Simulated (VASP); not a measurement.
A run of VASP 6.6.1 is set up as follows.

The input INCAR:

```
SYSTEM = Co
PREC = Accurate ; ENCUT = 690
EDIFF = 1E-6 ; ISMEAR = -1
SIGMA = 0.1 ; LREAL = .FALSE.
LASPH = .TRUE. ; NELM = 120
ALGO = Normal ; ISIF = 2
LWAVE = .FALSE. ; LCHARG = .FALSE.
GGA = PE ; NBANDS = 14
GGA_COMPAT = .FALSE.
```

The input KPOINTS:

```
regular mesh
0
G
  15 15 15
  0 0 0
```

The input POSCAR:

```
Co
1.0
    2.2222403140      0.0000000000      0.0000000000
    0.0000000000      2.2222403140      0.0000000000
    0.0000000000      0.0000000000      2.2222403140
Co
1
Direct
    0.0000000000      0.0000000000      0.0000000000
```

Potentials or basis: VASP PAW PBE potentials, release 64 (Co_sv).

Run with:

```sh
$ cat potpaw_PBE.64/Co_sv/POTCAR > POTCAR
$ mpirun -np 1 vasp_std > vasp.out
```

(1) Estimate the band gap on the k mesh.

(2) Estimate the pressure.

Answers

(1) zero (an odd number of electrons rules out a gap without spin polarisation).

(2) 17.4 GPa.

Caveat: the cell stands under pressure; the run has no spin polarisation, though such a crystal can be magnetic.
